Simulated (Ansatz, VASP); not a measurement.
# ZnO in VASP and in Ansatz

```
Zn O
1.0
     3.23520    0.00000    0.00000
    -1.61760    2.80176    0.00000
     0.00000    0.00000    5.21140
Zn O
2 2
Direct
  0.33333 0.66667 0.49969
  0.66667 0.33333 0.99969
  0.66667 0.33333 0.37932
  0.33333 0.66667 0.87932
```

Alike in both runs: functional r2SCAN; k mesh 12 × 12 × 6; occupations gaussian, width 0.02 eV; no spin polarisation.

Ansatz relaxed the structure, and its values are those at the end. VASP's run is a single point on that final structure, the one shown.

|  | VASP | Ansatz |
| --- | --- | --- |
| version | VASP 6.6.1 | Ansatz 0.2.0 |
| potentials or method | VASP PAW PBE potentials, release 64 (Zn, O), cutoff 520 eV | scalar-relativistic, plane waves, PAW |
| valence electrons in the cell | 36 | 36 |

Ansatz gave:

- gap on the k mesh at the Fermi level (eV): 1.24
- least direct gap on the mesh (eV): 1.24
- pressure (GPa): 0.0
- rms of the force components (eV/Å): 0.000

Problem. Which values does VASP return?

Solution. gap on the k mesh at the Fermi level (eV): 1.23; least direct gap on the mesh (eV): 1.23; pressure (GPa): 1.0; rms of the force components (eV/Å): 0.006.

VASP's potentials were made for PBE, not for r2SCAN.
